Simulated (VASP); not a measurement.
Fe, 1 atom in the cell. Symmetry: Im-3m, No. 229, cubic system. Conventional cell: a = 2.863 Å, b = 2.863 Å, c = 2.863 Å, α = 90.00°, β = 90.00°, γ = 90.00°. Within 3.3 Å of Fe (site symmetry m-3m) lie 14 Fe at 2.48 to 2.86 Å. 

* Program: VASP 6.6.1
* Task: single point
* Functional: PBE
* Potentials or basis: VASP PAW PBE potentials, release 64 (Fe)
* Cutoff: 520 eV
* k mesh: 2 × 2 × 2
* Occupations: gaussian, width 0.1 eV
* Spin: collinear spin, ferromagnetic start
* Starting moments: [4.0] μB
* Dipole correction: no
* Further INCAR settings: ALGO = Fast; EDIFF = 1e-06; NBANDS = 14

Potentials or basis: VASP PAW PBE potentials, release 64 (Fe).

Command:

```sh
$ cat potpaw_PBE.64/Fe/POTCAR > POTCAR
$ mpirun -np 1 vasp_std > vasp.out
```

Hardware: 1 thread of Intel Xeon 8259CL, with other jobs on the host.

**Question.** Estimate the wall time of this run.

**Answer.** Run time: 9.5 s on 1 thread of Intel Xeon 8259CL (shared host), peak memory 0.12 GiB. Counts: scf iterations 20, k points 3.
